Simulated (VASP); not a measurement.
# Na8Cl9 (a cell with a defect) in VASP: notebook

Aim: see how the results for Na8Cl9 (a cell with a defect) move with the level of theory and the settings. Levels: PBEsol, PBEsol+D3(BJ). Tasks: single point.

All numbers are computed with VASP 6.6.1; they aren't measurements. Logs are shortened: lines on timing, memory, paths and dates and some standing lists are left out, and cuts for length are marked.

## Step 1: The cell of the first run

The cell holds a defect, 17 atoms: a = 7.920 Å, b = 7.920 Å, c = 7.920 Å, α = 60.00°, β = 60.00°, γ = 60.00°.

## Step 2: Single point, PBEsol

INCAR

```
PREC = Accurate
ENCUT = 400
EDIFF = 1E-6
ISMEAR = -1
SIGMA = 0.05
LREAL = Auto
LASPH = True
NELM = 120
ALGO = Normal
ISIF = 2
LWAVE = False
LCHARG = False
GGA = PS
NELECT = 118.0
NBANDS = 74
GGA_COMPAT = False
ISYM = -1
```

KPOINTS

```
explicit points
4
Reciprocal
  0.25000000   0.25000000   0.25000000 2
  0.25000000   0.25000000   0.75000000 2
  0.25000000   0.75000000   0.25000000 2
  0.25000000   0.75000000   0.75000000 2
```

POSCAR

```
Na8Cl9
1.0
    0.0000000000      5.6000000000      5.6000000000
    5.6000000000      0.0000000000      5.6000000000
    5.6000000000      5.6000000000      0.0000000000
Cl Na
9 8
Direct
    0.7551840000      0.2450910000      0.2503850000
    0.2466350000      0.7497340000      0.7478140000
    0.2492740000      0.7521510000      0.2510300000
    0.7486500000      0.2517300000      0.7493200000
    0.2505380000      0.2481310000      0.7508700000
    0.7474920000      0.7491700000      0.2542200000
    0.2522220000      0.2519410000      0.2483830000
    0.7490240000      0.7542190000      0.7534940000
    0.6263000000      0.6236000000      0.1233130000
    0.0031160000      0.0032570000      0.9989710000
    0.5024330000      0.5030930000      0.4941830000
    0.0014100000      0.9995660000      0.4989100000
    0.5000320000      0.4975870000      0.0023360000
    0.0014890000      0.5007450000      0.0018400000
    0.4994290000      0.9956530000      0.5000270000
    0.4987910000      0.9957630000      0.0090510000
    0.0039630000      0.4979000000      0.4975370000
```

Potentials or basis: VASP PAW PBE potentials, release 64 (Cl, Na_pv).

Started as:

```
$ cat potpaw_PBE.64/Cl/POTCAR potpaw_PBE.64/Na_pv/POTCAR > POTCAR
$ mpirun -np 1 vasp_std > vasp.out
```

OUTCAR:

```text
PREC = Accurate
   ENCUT = 400
   EDIFF = 1E-6
   ISMEAR = -1
   LREAL = Auto
   LASPH = True
   NELM = 120
   ISIF = 2
   GGA = PS
   NELECT = 118.0
   ISYM = -1

 ion  position               nearest neighbor table
   1  0.755  0.245  0.250-   9 2.45
   2  0.247  0.750  0.748-
   3  0.249  0.752  0.251-   9 2.44
   4  0.749  0.252  0.749-
   5  0.251  0.248  0.751-
   6  0.747  0.749  0.254-   9 2.44
   7  0.252  0.252  0.248-
   8  0.749  0.754  0.753-   9 2.39
   9  0.626  0.624  0.123-   8 2.39  11 2.40  16 2.41  13 2.41  14 2.43   3 2.44   6 2.44   1 2.45

  10  0.003  0.003  0.999-
  11  0.502  0.503  0.494-   9 2.40
  12  0.001  1.000  0.499-
  13  0.500  0.498  0.002-   9 2.41
  14  0.001  0.501  0.002-   9 2.43
  15  0.499  0.996  0.500-
  16  0.499  0.996  0.009-   9 2.41
  17  0.004  0.498  0.498-

IMPORTANT INFORMATION: All symmetrisations will be switched off!
NOSYMM: (Re-)initialisation of all symmetry stuff for point group C_1.

----------------------------------------------------------------------------------------

                                     Primitive cell

  volume of cell :     351.2320

  direct lattice vectors                    reciprocal lattice vectors
     0.000000000  5.600000000  5.600000000    -0.089285714  0.089285714  0.089285714
     5.600000000  0.000000000  5.600000000     0.089285714 -0.089285714  0.089285714
     5.600000000  5.600000000  0.000000000     0.089285714  0.089285714 -0.089285714

  length of vectors
     7.919595949  7.919595949  7.919595949     0.154647394  0.154647394  0.154647394

  position of ions in fractional coordinates (direct lattice)
     0.755184000  0.245091000  0.250385000
     0.246635000  0.749734000  0.747814000
     0.249274000  0.752151000  0.251030000
     0.748650000  0.251730000  0.749320000
     0.250538000  0.248131000  0.750870000
     0.747492000  0.749170000  0.254220000
[... 9 lines left out ...]
     0.498791000  0.995763000  0.009051000
     0.003963000  0.497900000  0.497537000

  ion indices of the primitive-cell ions
   primitive index   ion index
                 1           1
                 2           2
                 3           3
                 4           4
                 5           5
                 6           6
[... 9 lines left out ...]
                16          16
                17          17
[... 32 lines left out ...]
   NELM   =    120;   NELMIN=  2; NELMDL= -5     # of ELM steps
   EDIFF  = 0.1E-05   stopping-criterion for ELM
   LREAL  =      T    real-space projection
   EDIFFG = 0.1E-04   stopping-criterion for IOM
   NSW    =      0    number of steps for IOM
   IBRION =     -1    ionic relax: 0-MD 1-quasi-New 2-CG
   NFREE  =      0    steps in history (QN), initial steepest desc. (CG)
   ISIF   =      2    stress and relaxation
   ISYM   =     -1    0-nonsym 1-usesym 2-fastsym
   POTIM  = 0.5000    time-step for ionic-motion
   TEBEG  =    0.0;   TEEND  =   0.0 temperature during run
   PSTRESS=    0.0 pullay stress
   NELECT =     118.0000    total number of electrons
   NUPDOWN=      -1.0000    fix difference up-down
   EMIN   =  10.00;   EMAX   =-10.00  energy-range for DOS
   EFERMI =   0.00;   METHOD = LEGACY
   ISMEAR =    -1;   SIGMA  =   0.05  broadening in eV -4-tet -1-fermi 0-gaus
   EFERMI_NEDOS =   21; number of points for ismear=-14 and -15
   IALGO  =     38    algorithm
   IMIX   =      4    mixing-type and parameters
     AMIX     =   0.40;   BMIX     =  1.00
     AMIX_MAG =   1.60;   BMIX_MAG =  1.00
  volume/ion in A,a.u.               =      20.66       139.43
  Fermi-wavevector in a.u.,A,eV,Ry     =   1.138075  2.150650 17.622460  1.295214
  Thomas-Fermi vector in A             =   2.274779
   LORBIT       =      0    0 simple, 1 ext, 2 COOP (PROOUT), +10 PAW based schemes
   GGA     = PS    functional components
   LHFCALC =     F    Hartree Fock is set to
   AEXX    =    0.0000 exact exchange contribution
   IVDW    =     0    specifies the selected vdW correction
   LEPSILON=     F    determine dielectric tensor
   LRPA    =     F    only Hartree local field effects (RPA)
 non-spin polarized calculation
  energy-cutoff  :      400.00
  volume of cell :      351.23
 maximum number of plane-waves:      6373
 NGX is ok and might be reduce to    54
   NGX = 25   NGY = 25   NGZ = 25

 number of electron     118.0000013 magnetization

 Free energy of the ion-electron system (eV)
  ---------------------------------------------------
  ext. energy  EPLUGINS =         0.00000000
  ---------------------------------------------------
  free energy    TOTEN  =       -53.95230563 eV

  energy without entropy =      -53.83148997  energy(sigma->0) =      -53.89189780

 E-fermi :   0.8213     XC(G=0):  -8.6365

 val. band max:        0.8205916333   @ k =   0.2500   0.7500   0.2500
 cond. band min:       0.8397734835   @ k =   0.2500   0.2500   0.7500
 fundamental gap:      0.0191818502
 Fermi energy:         0.8213132423

 k-point     1 :       0.2500    0.2500    0.2500
  band No.  band energies     occupation
      1     -20.8337      2.00000
      2     -20.7584      2.00000
      3     -20.7487      2.00000
      4     -20.7316      2.00000
      5     -20.7076      2.00000
      6     -20.7048      2.00000
[... 285 lines left out ...]
     70       8.7147      0.00000
     71       8.7662      0.00000
 [bands above 71 left out]

------------------------ aborting loop because EDIFF is reached ----------------------------------------

  FORCE on cell =-STRESS in cart. coord.  units (eV):
  Direction    XX          YY          ZZ          XY          YZ          ZX
  --------------------------------------------------------------------------------------
  -------------------------------------------------------------------------------------
  Total        5.2443322      5.1623264      5.0586483      0.0909768      0.1827581      0.0689715
  in kB       23.9225075     23.5484303     23.0754931      0.4149989      0.8336682      0.3146197
  external PRESSURE =      23.5154770 kB  Pullay stress =       0.0000000 kB

 VOLUME and BASIS-vectors are now :
 -----------------------------------------------------------------------------
  energy-cutoff  :      400.00
  volume of cell :      351.23
      direct lattice vectors                 reciprocal lattice vectors
     0.000000000  5.600000000  5.600000000    -0.089285714  0.089285714  0.089285714
     5.600000000  0.000000000  5.600000000     0.089285714 -0.089285714  0.089285714
     5.600000000  5.600000000  0.000000000     0.089285714  0.089285714 -0.089285714

 POSITION                                       TOTAL-FORCE (eV/Angst)
 -----------------------------------------------------------------------------------
      2.77467      5.63119      5.60154        -1.167768      1.300717     -1.304628
      8.38627      5.56891      5.57967         0.033761      0.083229      0.038452
      5.61781      2.80170      5.60798         1.384001     -1.320275     -1.388844
      5.60588      8.38863      5.60213         0.005589      0.023809      0.004217
      5.59441      5.60788      2.79255         0.001880      0.008026      0.053879
      5.61898      5.60959      8.38131         1.408621      1.448076      1.399893
[... 9 lines left out ...]
      5.62696      2.84392      8.36950         0.942454     -0.963567      0.991200
      5.57445      2.80840      2.81043        -0.140590      0.199738     -0.220624
 -----------------------------------------------------------------------------------
    total drift:                               -0.000386     -0.000373      0.000033

  FREE ENERGIE OF THE ION-ELECTRON SYSTEM (eV)
  ---------------------------------------------------
  free  energy   TOTEN  =       -53.9523056290 eV

  energy  without entropy=      -53.8314899711  energy(sigma->0) =      -53.89189780
```

OSZICAR:

```text
N       E                     dE             d eps       ncg     rms          rms(c)
DAV:   1     0.123475963374E+04    0.12348E+04   -0.48563E+04   592   0.143E+03
DAV:   2     0.125873275703E+03   -0.11089E+04   -0.10710E+04   664   0.397E+02
DAV:   3    -0.456625087485E+02   -0.17154E+03   -0.16962E+03   672   0.170E+02
DAV:   4    -0.544248044151E+02   -0.87623E+01   -0.86507E+01   704   0.400E+01
DAV:   5    -0.547790572113E+02   -0.35425E+00   -0.35198E+00   800   0.776E+00    0.168E+01
DAV:   6    -0.541298452953E+02    0.64921E+00   -0.29483E+00   776   0.564E+00    0.105E+01
DAV:   7    -0.541500165780E+02   -0.20171E-01   -0.31281E+00   736   0.425E+00    0.593E+00
DAV:   8    -0.539677065986E+02    0.18231E+00   -0.10832E+00   760   0.267E+00    0.183E+00
DAV:   9    -0.539565021049E+02    0.11204E-01   -0.17390E-01   696   0.120E+00    0.815E-01
DAV:  10    -0.539523857892E+02    0.41163E-02   -0.55569E-02   696   0.604E-01    0.326E-01
DAV:  11    -0.539521876528E+02    0.19814E-03   -0.40874E-03   712   0.216E-01    0.198E-01
DAV:  12    -0.539522964816E+02   -0.10883E-03   -0.10471E-03   752   0.110E-01    0.886E-02
DAV:  13    -0.539523204683E+02   -0.23987E-04   -0.50925E-04   736   0.682E-02    0.392E-02
DAV:  14    -0.539523069419E+02    0.13526E-04   -0.97306E-05   760   0.304E-02    0.203E-02
DAV:  15    -0.539523053852E+02    0.15567E-05   -0.28569E-05   640   0.173E-02    0.787E-03
DAV:  16    -0.539523056290E+02   -0.24376E-06   -0.37876E-06   592   0.822E-03
   1 F= -.53952306E+02 E0= -.53891898E+02  d E =-.120816E+00
```

Run time: 2.2 min. Hardware: 1 thread of Intel Xeon Platinum 8488C (Sapphire Rapids), shared host; peak memory 0.39 GiB.

What came out:

| Property | Result |
| --- | --- |
| Free energy | -53.9523 eV |
| Largest force | 2.458 eV/Å |

Forces in eV/Å, atoms in the order of the input:
```
Cl  -1.168  1.301 -1.305
Cl   0.034  0.083  0.038
Cl   1.384 -1.320 -1.389
Cl   0.006  0.024  0.004
Cl   0.002  0.008  0.054
Cl   1.409  1.448  1.400
Cl   0.005  0.010 -0.038
Cl  -1.323 -1.322  1.264
Cl  -0.621 -0.208  0.078
Na  -0.250 -0.240  0.121
Na   0.966  1.010 -1.039
Na   0.254  0.196  0.227
Na  -0.893 -0.905 -0.872
Na  -0.866  0.870  0.843
Na   0.261 -0.189 -0.158
Na   0.942 -0.964  0.991
Na  -0.141  0.200 -0.221
```

Caveat: the cell carries a net charge on a neutralising background, which shifts energy and pressure; the cell is charged against a uniform background, so pressure and absolute levels hang on convention; the PAW data sets were made with another functional, which shifts forces and pressure a little.

## Step 3: Single point, PBEsol+D3(BJ)

INCAR

```
SYSTEM = Na8Cl9
PREC = Accurate
ENCUT = 400
EDIFF = 1E-6
ISMEAR = -1
SIGMA = 0.05
LREAL = Auto
LASPH = .True.
NELM = 120
ALGO = Normal
ISIF = 2
LWAVE = .False.
LCHARG = .True.
GGA = PS
IVDW = 12
LELF = .True.
LVHAR = .True.
NELECT = 118.0
NBANDS = 74
GGA_COMPAT = .False.
ISYM = -1
```

KPOINTS is that of step 2.

POSCAR is that of step 2.

Potentials or basis: VASP PAW PBE potentials, release 64 (Cl, Na_pv).

Started as:

```
$ cat potpaw_PBE.64/Cl/POTCAR potpaw_PBE.64/Na_pv/POTCAR > POTCAR
$ mpirun -np 1 vasp_std > vasp.out
```

Wall time 2.1 min (1 thread of Intel Xeon Platinum 8488C (Sapphire Rapids), shared host); peak memory 0.39 GiB.

The run converged. Its results:

```
Free energy                : -57.4373 eV
Largest force              : 2.461 eV/Å
Dispersion energy per atom : -0.205 eV
```

Forces in eV/Å, atoms in the order of the input:
```
Cl  -1.169  1.302 -1.306
Cl   0.033  0.084  0.037
Cl   1.385 -1.322 -1.391
Cl   0.007  0.023  0.003
Cl   0.003  0.009  0.055
Cl   1.410  1.450  1.402
Cl   0.004  0.009 -0.036
Cl  -1.325 -1.324  1.266
Cl  -0.621 -0.208  0.078
Na  -0.250 -0.240  0.121
Na   0.968  1.012 -1.041
Na   0.254  0.196  0.226
Na  -0.896 -0.907 -0.875
Na  -0.868  0.872  0.845
Na   0.261 -0.189 -0.157
Na   0.944 -0.966  0.993
Na  -0.140  0.200 -0.220
```

Levels at points of the mesh, in eV from the Fermi level:
```
           k point  band 55  band 56  band 57  band 58  band 59  band 60  band 61  band 62  band 63  band 64
(0.25, 0.25, 0.25)    -0.99    -0.78    -0.74    -0.24    -0.10    -0.07     4.80     6.26     6.59     6.61
```

Caveat: the cell carries a net charge on a neutralising background, which shifts energy and pressure; the cell is charged against a uniform background, so pressure and absolute levels hang on convention; three body term missing; the PAW data sets were made with another functional, which shifts forces and pressure a little.

## Step 4: Single point, PBEsol, collinear spin

INCAR

```
SYSTEM = Na8Cl9
PREC     = Accurate       ! precision mode
ENCUT    = 400            ! plane-wave cutoff, eV
EDIFF    = 1E-6           ! SCF threshold, eV
ISMEAR   = -1             ! smearing method
SIGMA    = 0.05           ! smearing width, eV
LREAL    = Auto         
LASPH    = .TRUE.         ! aspherical terms in the spheres
NELM     = 200            ! most SCF steps
ALGO     = Normal         ! electronic algorithm
ISIF     = 2              ! what is computed and relaxed
LWAVE    = .FALSE.        ! write WAVECAR
LCHARG   = .FALSE.        ! write CHGCAR
ISPIN    = 2              ! spin polarisation
MAGMOM   = 0.118 0.118 0.118 0.118 0.118 0.118 0.118 0.118 0.118 0.118 0.118 0.118 0.118 0.118 0.118 0.118 0.118 ! initial moments
LORBIT   = 11             ! projections on sites
GGA      = PS             ! functional
NELECT   = 118.0        
NBANDS   = 78             ! bands
GGA_COMPAT= .FALSE.      
ISYM     = -1
```

KPOINTS is that of step 3.

POSCAR is that of step 3.

Started as:

```
$ cat potpaw_PBE.64/Cl/POTCAR potpaw_PBE.64/Na_pv/POTCAR > POTCAR
$ mpirun -np 1 vasp_std > vasp.out
```

Run time: 5 min. Hardware: 1 thread of Intel Xeon Platinum 8488C (Sapphire Rapids), shared host; peak memory 0.53 GiB.

Results (log left out):

```yaml
Free_energy: -54.1084 eV
Largest_force: 2.492 eV/Å
Net_moment: 2.00 μB per cell
Site_moments: Cl +0.23, +0.00, +0.22, +0.20, +0.27, +0.63 (each value once); Na +0.00 μB
Valence_electrons_inside_the_program's_atomic_spheres: Cl 5.08, 5.12, 5.11, 5.09, 5.07, 5.06 (each value once); Na 6.02, 6.04, 6.03 (each value once)
```

Forces on the atoms (eV/Å):
```
Cl  -1.173  1.275 -1.246
Cl   0.033  0.081  0.038
Cl   1.346 -1.298 -1.324
Cl   0.004  0.023  0.004
Cl   0.001  0.007  0.054
Cl   1.418  1.463  1.435
Cl   0.005  0.010 -0.039
Cl  -1.321 -1.300  1.252
Cl  -0.584 -0.242 -0.077
Na  -0.251 -0.245  0.120
Na   0.965  1.014 -1.037
Na   0.262  0.202  0.231
Na  -0.899 -0.909 -0.874
Na  -0.869  0.875  0.853
Na   0.260 -0.191 -0.162
Na   0.945 -0.965  1.002
Na  -0.142  0.199 -0.228
```

Levels at points of the mesh, in eV from the Fermi level:
Spin up:
| k point | band 58 | band 59 | band 60 | band 61 | band 62 | band 63 |
| --- | --- | --- | --- | --- | --- | --- |
| (0.25, 0.25, 0.25) | -0.59 | -0.50 | -0.48 | 4.70 | 6.16 | 6.48 |
Spin down:
| k point | band 56 | band 57 | band 58 | band 59 | band 60 | band 61 |
| --- | --- | --- | --- | --- | --- | --- |
| (0.25, 0.25, 0.25) | -0.84 | -0.81 | -0.07 | 0.10 | 0.20 | 4.74 |

Caveat: the cell carries a net charge on a neutralising background, which shifts energy and pressure; the cell is charged against a uniform background, so pressure and absolute levels hang on convention; the PAW data sets were made with another functional, which shifts forces and pressure a little.
